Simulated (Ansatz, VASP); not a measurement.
# ZrOs in VASP and in Ansatz

INCAR

```
PREC = Accurate
ENCUT = 600
EDIFF = 1E-6
ISMEAR = 0
SIGMA = 0.1
LREAL = False
LASPH = True
NELM = 100
ALGO = Normal
ISIF = 3
LWAVE = False
LCHARG = False
IBRION = 2
NSW = 70
EDIFFG = -0.005
```

Contents of KPOINTS:

```
regular mesh
0
Gamma
  14 14 14
```

The input POSCAR:

```
ZrOs
1.0
    3.2822303335      0.0000000000      0.0000000000
    0.0000000000      3.2822303335      0.0000000000
    0.0000000000      0.0000000000      3.2822303335
Zr Os
1 1
Direct
    0.5000000000      0.5000000000      0.5000000000
    0.0000000000      0.0000000000      0.0000000000
```

Input for Ansatz:

```yaml
crystal:
  lattice:
    - [3.2822303335, 0.0, 0.0]
    - [0.0, 3.2822303335, 0.0]
    - [0.0, 0.0, 3.2822303335]
  atoms:
    - { symbol: Zr, position: [0.5, 0.5, 0.5] }
    - { symbol: Os, position: [0.0, 0.0, 0.0] }
basis:
  ecutwfc: 420
kpoints:
  mp_grid: { grid: [14, 14, 14] }
hamiltonian:
  xc: lda
scf:
  occupations: { method: gaussian, width: 0.1 }
output:
  forces: true
  stress: true
  eigenvalues: true
  write_density: true
  write_potential: true
  elf: true
  volumetric_format: npy
relax:
  adjacent_minimum: "off"
  f_tol: 0.005
  max_steps: 50
  cell: { stress_tol: 0.05 }
```

Alike in both runs: task relaxation of cell and atoms; functional LDA; k mesh 14 × 14 × 14; occupations gaussian, width 0.1 eV; no spin polarisation.

|  | VASP | Ansatz |
| --- | --- | --- |
| version | VASP 6.6.1 | Ansatz 0.2.0 |
| potentials or method | VASP PAW LDA potentials, release 64 (Zr_sv, Os), cutoff 600 eV | scalar-relativistic, plane waves, PAW |
| valence electrons in the cell | 20 | 28 |

Ansatz gave:

| Property | Result |
| --- | --- |
| gap on the k mesh at the Fermi level, each at its own relaxed structure (eV) | none |
| relaxed volume (Å³/atom) | 16.80 |
| relaxed cell length with the largest relative difference (Å) | 3.227 |

Q: Estimate VASP's values.

A: gap on the k mesh at the Fermi level, each at its own relaxed structure (eV): none; relaxed volume (Å³/atom): 16.83; relaxed cell length with the largest relative difference (Å): 3.229.

LDA's correlation is that of Perdew and Zunger in VASP and of Perdew and Wang (1992) in Ansatz. A gap of «none» marks a metal or a gap that the smearing closes. VASP's potentials hold 20 valence electrons a cell and Ansatz's 28, so a difference there can come from the potentials and not from the codes.

Spin-orbit coupling is off throughout.
